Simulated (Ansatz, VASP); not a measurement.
# MnHg3 in VASP and in Ansatz

```xyz
4
Lattice="4.4760 0.0000 0.0000 0.0000 4.4760 0.0000 0.0000 0.0000 4.4760" Properties=species:S:1:pos:R:3 pbc="T T T"
Hg    2.2380    2.2380    0.0000
Hg    0.0000    2.2380    2.2380
Hg    2.2380    0.0000    2.2380
Mn    0.0000    0.0000    0.0000
```

Alike in both runs: task single point; functional PBE; k mesh 6 × 6 × 6; occupations fermi-dirac, width 0.05 eV; collinear spin.

```csv
,VASP,Ansatz
version,VASP 6.6.1,Ansatz 0.2.0
potentials or method,"VASP PAW PBE potentials, release 64 (Hg, Mn_pv)",Ansatz PAW
plane-wave cutoff (eV),520,420
valence electrons in the cell,49,75
```

```csv
,VASP,Ansatz,Ansatz less VASP
gap on the k mesh at the Fermi level (eV),none,none,-
pressure (GPa),-1.2,-1.5,-0.24
net moment per atom (μB),1.10,1.10,0.000
size of the moment on the site where the two differ most (μB),4.17,4.34,+0.175
```

Site moments also hang on the region over which each program counts them. A gap of «none» marks a metal or a gap that the smearing closes. With one functional, cell and mesh, what is left measures potentials, basis and numerics. VASP's potentials hold 49 valence electrons a cell and Ansatz's 75, so a difference there can come from the potentials and not from the codes.

Neither program's run includes spin-orbit coupling.
